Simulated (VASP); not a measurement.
# Al13V3 in VASP: further runs

Al13V3 is run at these levels: PBE; tasks: relaxation of cell and atoms, single point.

Program: VASP 6.6.1. These are calculated values, not measurements. Logs are shortened: lines on timing, memory, paths and dates and some standing lists are left out, and cuts for length are marked.

### 1 The cell of the first run

The typed cell holds 16 atoms: a = 6.919 Å, b = 6.919 Å, c = 6.919 Å, α = 109.47°, β = 109.47°, γ = 109.47°.

### 2 Relaxation of cell and atoms, PBE

INCAR

```
SYSTEM = Al13V3
PREC     = Accurate       ! precision mode
ENCUT    = 600            ! plane-wave cutoff, eV
EDIFF    = 1E-6           ! SCF threshold, eV
ISMEAR   = 0              ! smearing method
SIGMA    = 0.1            ! smearing width, eV
LREAL    = Auto         
LASPH    = .TRUE.         ! aspherical terms in the spheres
NELM     = 80             ! most SCF steps
ALGO     = Normal         ! electronic algorithm
ISIF     = 3              ! what is computed and relaxed
LWAVE    = .FALSE.        ! write WAVECAR
LCHARG   = .FALSE.        ! write CHGCAR
GGA      = PE             ! functional
IBRION   = 2              ! ionic algorithm
NSW      = 70             ! ionic steps
EDIFFG   = -0.04          ! ionic threshold
ISYM     = 0
```

KPOINTS

```
Automatic mesh
0
Gamma
  2 2 2
  0.5 0.5 0.5
```

POSCAR

```
Al13V3
1.0
   -3.9947848800      3.9947848800     -3.9947848800
    3.9947848800      3.9947848800      3.9947848800
    3.9947848800     -3.9947848800     -3.9947848800
Al V
13 3
Direct
    0.0045388222      0.2504414690      0.7506875805
    0.5037578114      0.9999923237      0.4971474304
    0.7464741592      0.4997420427      0.7463841925
    0.2521074297      0.2524258058      0.5032422252
    0.0005828641      0.4959159541      0.5021932755
    0.7465941460      0.9993197396      0.2497582120
    0.5016007260      0.2497111990      0.2504827729
    0.9998957252      0.9963491189      0.9991520541
    0.2556371276      0.5026546331      0.2510676064
    0.9968766260      0.7528687099      0.2497578275
    0.7547170876      0.2570317829      0.0029874221
    0.4934416168      0.5003666055      0.9992530533
    0.2501655745      0.7504486687      0.0055845222
    0.2520067536      0.9977257153      0.7540311931
    0.4994575525      0.7524088786      0.7474830644
    0.7556222758      0.7565228575      0.5062622328
```

Potentials or basis: VASP PAW PBE potentials, release 64 (Al, V_sv).

Command:

```console
> cat potpaw_PBE.64/Al/POTCAR potpaw_PBE.64/V_sv/POTCAR > POTCAR
> mpirun -np 1 vasp_std > vasp.out
```

OUTCAR:

```text
SYSTEM = Al13V3
   PREC = Accurate
   ENCUT = 600
   EDIFF = 1E-6
   ISMEAR = 0
   LREAL = Auto
   LASPH = .TRUE.
   NELM = 80
   ISIF = 3
   GGA = PE
   IBRION = 2
   NSW = 70
   EDIFFG = -0.04
   ISYM = 0

 ion  position               nearest neighbor table
   1  0.005  0.250  0.751-  12 2.76  16 2.79   5 2.79   4 2.80  13 2.83  14 2.83   9 2.83   2 2.83
                             6 2.83  11 2.84   8 2.84   3 2.87
   2  0.504  1.000  0.497-   6 2.77  13 2.78  16 2.80   7 2.80   9 2.81  15 2.81   3 2.82   1 2.83
                             4 2.85  11 2.86  10 2.86  14 2.87
   3  0.746  0.500  0.746-   4 2.79   7 2.80   8 2.81  16 2.81   5 2.82  11 2.82  15 2.82   2 2.82
                            10 2.84  13 2.85  12 2.86   1 2.87
   4  0.252  0.252  0.503-   3 2.79   1 2.80   5 2.80  12 2.80  10 2.82  15 2.82   7 2.84   9 2.84
                             8 2.85   2 2.85  14 2.86   6 2.86
   5  0.001  0.496  0.502-   1 2.79   4 2.80   6 2.81   3 2.82  15 2.82   7 2.82  11 2.82  14 2.83
                            13 2.84  16 2.86   9 2.86  10 2.88
   6  0.747  0.999  0.250-   2 2.77   7 2.80  13 2.80   5 2.81  10 2.81  12 2.82  16 2.82   1 2.83
                            15 2.84   8 2.85  11 2.85   4 2.86
   7  0.502  0.250  0.250-   6 2.80   3 2.80   2 2.80  14 2.80   9 2.82   5 2.82  13 2.82  11 2.83
                             8 2.83  12 2.84   4 2.84  16 2.86
   8  1.000  0.996  0.999-  16 2.78  10 2.79  13 2.80   3 2.81  14 2.81  15 2.83   7 2.83   1 2.84
                             6 2.85   4 2.85  11 2.86   9 2.86
   9  0.256  0.503  0.251-  12 2.77  13 2.79  15 2.80   2 2.81   7 2.82  16 2.82   1 2.83  11 2.83
                             4 2.84   5 2.86   8 2.86  10 2.88
  10  0.997  0.753  0.250-   8 2.79  11 2.80   6 2.81  13 2.81  16 2.81   4 2.82   3 2.84  12 2.84
                            14 2.85   2 2.86   9 2.88   5 2.88
  11  0.755  0.257  0.003-  10 2.80   5 2.82   3 2.82   7 2.83   9 2.83   1 2.84  14 2.84   6 2.85
                            15 2.85  12 2.85   2 2.86   8 2.86
  12  0.493  0.500  0.999-   1 2.76   9 2.77  13 2.79   4 2.80   6 2.82   7 2.84  14 2.84  10 2.84
                            15 2.85  11 2.85   3 2.86  16 2.86
  13  0.250  0.750  0.006-   2 2.78   9 2.79  12 2.79   8 2.80   6 2.80  10 2.81  14 2.82   7 2.82
                             1 2.83   5 2.84   3 2.85  15 2.87
  14  0.252  0.998  0.754-  15 2.78  16 2.80   7 2.80   8 2.81  13 2.82   1 2.83   5 2.83  12 2.84
                            11 2.84  10 2.85   4 2.86   2 2.87
  15  0.499  0.752  0.747-  14 2.78   9 2.80  16 2.81   2 2.81   5 2.82   3 2.82   4 2.82   8 2.83
                             6 2.84  12 2.85  11 2.85  13 2.87
  16  0.756  0.757  0.506-   8 2.78   1 2.79   2 2.80  14 2.80   3 2.81  15 2.81  10 2.81   6 2.82
                             9 2.82   5 2.86   7 2.86  12 2.86

IMPORTANT INFORMATION: All symmetrisations will be switched off!
NOSYMM: (Re-)initialisation of all symmetry stuff for point group C_1.

----------------------------------------------------------------------------------------

                                     Primitive cell

  volume of cell :     255.0000

  direct lattice vectors                    reciprocal lattice vectors
    -3.994784880  3.994784880 -3.994784880     0.000000000  0.125163185 -0.125163185
[... 110 lines left out ...]
   IALGO  =     38    algorithm
   IMIX   =      4    mixing-type and parameters
     AMIX     =   0.40;   BMIX     =  1.00
     AMIX_MAG =   1.60;   BMIX_MAG =  1.00
  volume/ion in A,a.u.               =      15.94       107.55
  Fermi-wavevector in a.u.,A,eV,Ry     =   1.103044  2.084452 16.554301  1.216707
  Thomas-Fermi vector in A             =   2.239496
   LORBIT       =      0    0 simple, 1 ext, 2 COOP (PROOUT), +10 PAW based schemes
   GGA     = PE    functional components
   LHFCALC =     F    Hartree Fock is set to
   AEXX    =    0.0000 exact exchange contribution
   IVDW    =     0    specifies the selected vdW correction
   LEPSILON=     F    determine dielectric tensor
   LRPA    =     F    only Hartree local field effects (RPA)
 conjugate gradient relaxation of ions
 non-spin polarized calculation
 Gauss-broadening in eV      SIGMA  =   0.10
  energy-cutoff  :      600.00
  volume of cell :      255.00
 maximum number of plane-waves:      8496
   NGX = 27   NGY = 27   NGZ = 27

--------------------------------------- Ionic step        1  -------------------------------------------

 number of electron      78.0000003 magnetization

 Free energy of the ion-electron system (eV)
  ---------------------------------------------------
  ext. energy  EPLUGINS =         0.00000000
  ---------------------------------------------------
  free energy    TOTEN  =       -75.78270808 eV

  energy without entropy =      -75.74529945  energy(sigma->0) =      -75.76400377

------------------------ aborting loop because EDIFF is reached ----------------------------------------

  FORCE on cell =-STRESS in cart. coord.  units (eV):
  Direction    XX          YY          ZZ          XY          YZ          ZX
  --------------------------------------------------------------------------------------
  -------------------------------------------------------------------------------------
  Total       -4.7851174     -4.6687020     -4.2895476     -0.7401482     -0.9958879      0.7408020
  in kB      -30.0651237    -29.3336803    -26.9514351     -4.6503872     -6.2572116      4.6544949
  external PRESSURE =     -28.7834130 kB  Pullay stress =       0.0000000 kB
[... 131 lines left out ...]
  FREE ENERGIE OF THE ION-ELECTRON SYSTEM (eV)
  ---------------------------------------------------
  free  energy   TOTEN  =       -76.1159832186 eV

  energy  without entropy=      -76.0847782555  energy(sigma->0) =      -76.10038074

[... ionic steps 4 to 10 ...]

--------------------------------------- Ionic step       11  -------------------------------------------

 number of electron      78.0000005 magnetization

------------------------ aborting loop because EDIFF is reached ----------------------------------------
[... 95 lines left out ...]
--------------------------------------- Ionic step       13  -------------------------------------------

 number of electron      78.0000005 magnetization

 Free energy of the ion-electron system (eV)
  ---------------------------------------------------
  ext. energy  EPLUGINS =         0.00000000
  ---------------------------------------------------
  free energy    TOTEN  =       -76.29524676 eV

  energy without entropy =      -76.28289415  energy(sigma->0) =      -76.28907046

 E-fermi :   8.3946     XC(G=0): -10.7094

 val. band max:        8.2552539465   @ k =   0.2500   0.2500  -0.2500
 cond. band min:       8.5265849528   @ k =  -0.2500   0.2500   0.2500
 fundamental gap:      0.2713310063
 Fermi energy:         8.3946024581

 k-point     1 :       0.2500    0.2500    0.2500
  band No.  band energies     occupation
      1     -55.4802      2.00000
      2     -55.4612      2.00000
      3     -55.4419      2.00000
      4     -29.4595      2.00000
      5     -29.4359      2.00000
      6     -29.4006      2.00000
[... 236 lines left out ...]
  FREE ENERGIE OF THE ION-ELECTRON SYSTEM (eV)
  ---------------------------------------------------
  free  energy   TOTEN  =       -76.2952467638 eV

  energy  without entropy=      -76.2828941491  energy(sigma->0) =      -76.28907046

 reached required accuracy - stopping structural energy minimisation
```

OSZICAR:

```text
N       E                     dE             d eps       ncg     rms          rms(c)
DAV:   1     0.645250152612E+03    0.64525E+03   -0.40081E+04   440   0.162E+03
DAV:   2    -0.272690104347E+02   -0.67252E+03   -0.65949E+03   416   0.388E+02
DAV:   3    -0.817640936692E+02   -0.54495E+02   -0.50512E+02   504   0.953E+01
[... 146 lines left out ...]
DAV:   4    -0.762953145893E+02   -0.37816E-05   -0.74634E-04   512   0.219E-01    0.913E-02
DAV:   5    -0.762952477677E+02    0.66822E-04   -0.26489E-04   504   0.124E-01    0.142E-02
DAV:   6    -0.762952482038E+02   -0.43611E-06   -0.21884E-05   512   0.320E-02    0.125E-02
DAV:   7    -0.762952476166E+02    0.58727E-06   -0.10099E-05   416   0.281E-02    0.888E-03
DAV:   8    -0.762952467638E+02    0.85280E-06   -0.21960E-06   312   0.124E-02
  13 F= -.76295247E+02 E0= -.76289070E+02  d E =-.468992E-03
```

CONTCAR:

```text
Al13V3
   1.00000000000000
    -3.9652908517030792    3.9700209119545669   -3.9685184033613785
     3.9640862078082617    3.9643162471087656    3.9640887501755908
     3.9645012383913447   -3.9656167196756980   -3.9631581793757404
  Al              V
    13     3
Direct
     0.0058913617002189    0.2349387954587404    0.7447965648279088
     0.5009804619285252    0.9988217118810916    0.5032240521285831
     0.7393481606432517    0.5101612851161470    0.7445918131183968
     0.2585523490254810    0.2585561070312266    0.5167177990651366
     0.0031980365826557    0.5053094554330658    0.5033478765085027
     0.7424375239932843    0.9849787932939005    0.2427963146274046
[... 8 lines left out ...]
     0.5008288996042667    0.7566266112330498    0.7458641987482810
     0.7561070525862965    0.7562254167780004    0.5119374954654479

  0.00000000E+00  0.00000000E+00  0.00000000E+00
  0.00000000E+00  0.00000000E+00  0.00000000E+00
  0.00000000E+00  0.00000000E+00  0.00000000E+00
  0.00000000E+00  0.00000000E+00  0.00000000E+00
  0.00000000E+00  0.00000000E+00  0.00000000E+00
  0.00000000E+00  0.00000000E+00  0.00000000E+00
[... 8 lines left out ...]
  0.00000000E+00  0.00000000E+00  0.00000000E+00
  0.00000000E+00  0.00000000E+00  0.00000000E+00
```

Wall time 34 min (1 thread of AMD EPYC, shared host); peak memory 0.44 GiB.

What came out:

| Item | Value |
| --- | --- |
| Free energy | -76.2952 eV |
| Relaxed volume | 15.59 Å³/atom |
| Relaxed cell | a = 6.873 Å, b = 6.866 Å, c = 6.867 Å, α = 109.47°, β = 109.48°, γ = 109.45° |
| Space group after relaxing (to 0.1 Å) | R32 (No. 155) |
| Energy gained by relaxing | 32.0 meV/atom |
| Ionic steps | 13 |
| Pressure after relaxing | 0.0 GPa |
| Largest force after relaxing | 0.024 eV/Å |

Forces on the atoms (eV/Å):
```
Al   0.017 -0.002 -0.013
Al   0.001  0.000  0.005
Al   0.016  0.007 -0.016
Al   0.006  0.007 -0.003
Al  -0.003 -0.005  0.002
Al  -0.007  0.000 -0.007
Al   0.002 -0.001  0.002
Al   0.005  0.001 -0.002
Al   0.004  0.009  0.009
Al  -0.010 -0.018 -0.001
Al  -0.004 -0.005  0.010
Al   0.002 -0.003  0.001
Al  -0.017  0.005  0.010
V    0.005  0.004  0.004
V   -0.007 -0.005 -0.004
V   -0.009  0.007  0.003
```

Step by step:
```
step  energy change (eV)  largest force (eV/Å)  pressure (GPa)  volume (Å³)
   1              0.0000                0.9075           -2.88       255.00
   2             -0.3226                0.5820            1.45       244.57
   3             -0.3333                0.5081            2.49       242.41
   4             -0.4730                0.2225            0.78       246.88
   5             -0.4867                0.2161            0.17       248.80
   6             -0.5009                0.1160           -0.18       249.61
   7             -0.5033                0.1169           -0.39       250.09
   8             -0.5085                0.0828            0.22       248.73
   9             -0.5086                0.0804            0.29       248.60
  10             -0.5118                0.0411            0.10       249.15
  11             -0.5121                0.0483            0.01       249.38
  12             -0.5121                0.0429            0.02       249.34
  13             -0.5125                0.0238           -0.05       249.48
```

Final structure:
```
Al V
1.0
    -3.96529    3.97002   -3.96852
     3.96409    3.96432    3.96409
     3.96450   -3.96562   -3.96316
Al V
13 3
Direct
  0.00589 0.23494 0.74480
  0.50098 0.99882 0.50322
  0.73935 0.51016 0.74459
  0.25855 0.25856 0.51672
  0.00320 0.50531 0.50335
  0.74244 0.98498 0.24280
  0.50092 0.25872 0.24266
  0.99862 0.99851 0.99667
  0.27160 0.51089 0.26666
  0.99610 0.75705 0.26683
  0.73105 0.23619 0.99101
  0.50097 0.50099 0.00092
  0.26110 0.75599 0.99159
  0.24579 0.98999 0.74587
  0.50083 0.75663 0.74586
  0.75611 0.75623 0.51194
```

Caveat: the k points lie up to 0.56 Å⁻¹ apart in the final cell.

### 3 Relaxation of cell and atoms, PBE

INCAR

```
PREC = Accurate ; ENCUT = 600
EDIFF = 1E-7 ; ISMEAR = 0
SIGMA = 0.1 ; LREAL = Auto
LASPH = True ; NELM = 60
ALGO = Normal ; ISIF = 3
LWAVE = False ; LCHARG = False
GGA = PE ; IBRION = 2
NSW = 70 ; EDIFFG = -0.04
ISYM = 0
```

KPOINTS is that of step 2.

POSCAR

```
Al13V3
1.0
   -3.9947848800      3.9947848800     -3.9947848800
    3.9947848800      3.9947848800      3.9947848800
    3.9947848800     -3.9947848800     -3.9947848800
Al V
13 3
Direct
    0.2517222158      0.0025357407      0.7532169140
    0.0012119952      0.2450782722      0.7403425920
    0.4991959974      0.9996229849      0.4985918085
    0.7506397312      0.4965522422      0.7475786233
    0.4914147200      0.7428250400      0.7463945218
    0.9990875045      0.4946538671      0.5030573645
    0.7503347159      0.9987303051      0.2520049397
    0.4968227118      0.2542678742      0.2491293045
    0.7476890377      0.7463783293      0.5002145560
    0.9984700138      0.9960254368      0.9997761734
    0.0032636065      0.7483793253      0.2519909014
    0.7542241260      0.2608620761      0.0069900233
    0.2539843778      0.7473982108      0.9996656510
    0.2537642399      0.2523013591      0.5064984850
    0.2512666893      0.4967061403      0.2490614579
    0.4991525554      0.5008200703      0.0022942686
```

Potentials or basis: VASP PAW PBE potentials, release 64 (Al, V_sv).

Command:

```console
> cat potpaw_PBE.64/Al/POTCAR potpaw_PBE.64/V_sv/POTCAR > POTCAR
> mpirun -np 1 vasp_std > vasp.out
```

Run time: 30 min. Hardware: 1 thread of AMD EPYC, shared host; peak memory 0.44 GiB.

The run converged. Its results:

```
Free energy                           : -76.2953 eV
Relaxed volume                        : 15.59 Å³/atom
Relaxed cell                          : a = 6.866 Å, b = 6.868 Å, c = 6.873 Å, α = 109.51°, β = 109.46°, γ = 109.45°
Space group after relaxing (to 0.1 Å) : R32 (No. 155)
Energy gained by relaxing             : 28.7 meV/atom
Ionic steps                           : 12
Pressure after relaxing               : 0.0 GPa
Largest force after relaxing          : 0.026 eV/Å
```

Forces on the atoms (eV/Å):
```
Al   0.001 -0.013  0.021
Al   0.004 -0.005  0.005
Al   0.002 -0.010  0.009
Al   0.014 -0.002  0.004
Al   0.008  0.006 -0.003
Al   0.008  0.025 -0.003
Al  -0.012  0.002 -0.005
Al   0.002 -0.001  0.000
Al  -0.007 -0.003 -0.011
Al   0.001  0.008 -0.016
Al  -0.010  0.000  0.004
Al   0.001  0.006 -0.005
Al  -0.007 -0.012 -0.001
V   -0.008 -0.008  0.000
V    0.006  0.003  0.007
V   -0.001  0.005 -0.006
```

The path:
```csv
step,energy change (eV),largest force (eV/Å),pressure (GPa),volume (Å³)
1,0.0000,0.8340,-2.86,255.00
2,-0.2723,0.5371,1.46,244.63
3,-0.2773,0.4834,2.24,243.03
4,-0.4073,0.2202,0.91,246.59
5,-0.4305,0.2663,0.17,248.94
6,-0.4467,0.1473,-0.24,249.82
7,-0.4493,0.1175,-0.45,250.31
8,-0.4552,0.0862,0.25,248.67
9,-0.4552,0.0856,0.27,248.64
10,-0.4588,0.0405,0.09,249.11
11,-0.4591,0.0401,0.02,249.29
12,-0.4597,0.0262,-0.04,249.43
```

Final structure:
```yaml
crystal:
  lattice:
    - [-3.96360, 3.96445, -3.96345]
    - [3.96257, 3.96631, 3.96646]
    - [3.96662, -3.96732, -3.96960]
  atoms:
    - { symbol: Al, position: [0.25649, 0.01474, 0.74579] }
    - { symbol: Al, position: [0.00455, 0.25090, 0.75254] }
    - { symbol: Al, position: [0.48476, 0.99118, 0.49257] }
    - { symbol: Al, position: [0.73519, 0.49373, 0.75560] }
    - { symbol: Al, position: [0.49765, 0.74442, 0.74795] }
    - { symbol: Al, position: [0.00932, 0.49262, 0.48953] }
    - { symbol: Al, position: [0.75793, 0.99111, 0.25046] }
    - { symbol: Al, position: [0.49797, 0.25105, 0.25039] }
    - { symbol: Al, position: [0.73450, 0.73893, 0.47961] }
    - { symbol: Al, position: [0.00964, 0.01399, 0.02062] }
    - { symbol: Al, position: [0.00046, 0.74935, 0.25112] }
    - { symbol: Al, position: [0.75806, 0.26513, 0.00834] }
    - { symbol: Al, position: [0.25532, 0.73907, 0.01099] }
    - { symbol: V, position: [0.25579, 0.25991, 0.50596] }
    - { symbol: V, position: [0.25532, 0.49323, 0.25027] }
    - { symbol: V, position: [0.48930, 0.49377, 0.99508] }
```

Levels at points of the mesh, in eV from the Fermi level:
| k point | band 36 | band 37 | band 38 | band 39 | band 40 | band 41 | band 42 | band 43 |
| --- | --- | --- | --- | --- | --- | --- | --- | --- |
| (0.25, 0.25, 0.25) | -0.62 | -0.35 | -0.22 | -0.22 | 0.41 | 0.45 | 0.49 | 0.73 |

Caveat: the k points lie up to 0.56 Å⁻¹ apart in the final cell.

(Continued in part 2 of 2.)
